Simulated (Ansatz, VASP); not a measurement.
# Ni in VASP and in Ansatz

```
Ni
1.0
     2.44802    0.00000    0.00000
    -1.22401    2.12005    0.00000
     0.00000    0.00000    4.07281
Ni
2
Direct
  0.66667 0.33333 0.75000
  0.33333 0.66667 0.25000
```

Alike in both runs: task single point; functional PBE; k mesh 12 × 12 × 7; occupations gaussian, width 0.011 eV; collinear spin.

|  | VASP | Ansatz |
| --- | --- | --- |
| version | VASP 6.6.1 | Ansatz 0.2.0 |
| potentials or method | VASP PAW PBE potentials, release 64 (Ni) | Ansatz PAW |
| plane-wave cutoff (eV) | 520 | 420 |
| valence electrons in the cell | 20 | 36 |

```csv
,VASP,Ansatz,Ansatz less VASP
gap on the k mesh at the Fermi level (eV),none,none,-
pressure (GPa),6.9,7.3,+0.44
"traceless stress, the component that is largest in VASP (GPa)",-2.35,-2.54,-0.188
net moment per atom (μB),0.63,0.67,+0.041
size of the moment on the site where the two differ most (μB),0.64,0.71,+0.071
```

Site moments also hang on the region over which each program counts them. A gap of «none» marks a metal or a gap that the smearing closes. VASP's potentials hold 20 valence electrons a cell and Ansatz's 36, so a difference there can come from the potentials and not from the codes.
